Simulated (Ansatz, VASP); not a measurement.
# ZnS in VASP and in Ansatz

```
Zn S
1.0
     0.00000    2.73170    2.70465
     2.73170    0.00000    2.70465
     2.73170    2.73170    0.00000
Zn S
1 1
Direct
  0.00000 0.00000 0.00000
  0.75000 0.75000 0.75000
```

Change from the starting cell: equal xx and yy strain of +1 %, crystal datasets.

Alike in both runs: task electric field gradients; functional PBE; k mesh 8 × 8 × 8; occupations fermi-dirac, width 0.01 eV; no spin polarisation.

|  | VASP | Ansatz |
| --- | --- | --- |
| version | VASP 6.6.1 | Ansatz 0.2.0 |
| potentials or method | VASP PAW PBE potentials, release 64 (Zn, S), cutoff 520 eV | all-electron PAW with datasets made for the crystal, scalar-relativistic |

|  | VASP | Ansatz | Ansatz less VASP |
| --- | --- | --- | --- |
| gap on the k mesh at the Fermi level (eV) | 1.99 | 1.99 | -0.001 |
| pressure (GPa) | 0.1 | -0.1 | -0.15 |
| traceless stress, the component that is largest in VASP (GPa) | 0.27 | 0.27 | +0.002 |
| size of Vzz on the site where it differs most (V/Å²) | 1.7 | 1.8 | +0.12 |

Ansatz ran all-electron here, and VASP with PAW potentials.
